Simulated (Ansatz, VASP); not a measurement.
## CaF in VASP and in Ansatz

INCAR

```
SYSTEM = CaF
ALGO = Normal ; EDIFF = 1E-6
EDIFFG = -0.01 ; ENCUT = 600
GGA = PE ; IBRION = 2
ISIF = 3 ; ISMEAR = 0
LASPH = .True. ; LCHARG = .False.
LREAL = .False. ; LWAVE = .False.
NELM = 100 ; NSW = 100
PREC = Accurate ; SIGMA = 0.1
```

KPOINTS

```
k-points
0
Gamma
  12 12 8
  0 0 0
```

POSCAR

```
CaF
1.0
    3.9489426262      0.0000000000      0.0000000000
   -1.9744713130      3.4198846323      0.0000000000
    0.0000000000      0.0000000000      6.3240954355
Ca F
2 2
Direct
    0.3333333333      0.6666666667      0.0000000000
    0.6666666667      0.3333333333      0.5000000000
    0.3333333333      0.6666666667      0.3821000000
    0.6666666667      0.3333333333      0.8821000000
```

Input for Ansatz:

```yaml
crystal:
  lattice:
    - [3.9489426262, 0.0, 0.0]
    - [-1.974471313, 3.4198846323, 0.0]
    - [0.0, 0.0, 6.3240954355]
  atoms:
    - { symbol: Ca, position: [0.3333333333, 0.6666666667, 0.0] }
    - { symbol: Ca, position: [0.6666666667, 0.3333333333, 0.5] }
    - { symbol: F, position: [0.3333333333, 0.6666666667, 0.3821] }
    - { symbol: F, position: [0.6666666667, 0.3333333333, 0.8821] }
basis:
  ecutwfc: 420
kpoints:
  mp_grid: { grid: [12, 12, 8] }
hamiltonian:
  xc: pbe
scf:
  occupations: { method: gaussian, width: 0.1 }
output:
  forces: true
  stress: true
  eigenvalues: true
relax:
  adjacent_minimum: "off"
  f_tol: 0.01
  max_steps: 80
  cell: { stress_tol: 0.05 }
```

Alike in both runs: task relaxation of cell and atoms; functional PBE; k mesh 12 × 12 × 8; occupations gaussian, width 0.1 eV; no spin polarisation.

|  | VASP | Ansatz |
| --- | --- | --- |
| version | VASP 6.6.1 | Ansatz 0.2.0 |
| potentials or method | VASP PAW PBE potentials, release 64 (Ca_sv, F), cutoff 600 eV | scalar-relativistic, plane waves, PAW |
| valence electrons in the cell | 34 | 34 |

```csv
,VASP,Ansatz,Ansatz less VASP
"gap on the k mesh at the Fermi level, each at its own relaxed structure (eV)",none,none,-
relaxed volume (Å³/atom),21.98,21.93,-0.042
relaxed cell length with the largest relative difference (Å),6.374,6.365,-0.0089
```

A gap of «none» marks a metal or a gap that the smearing closes.
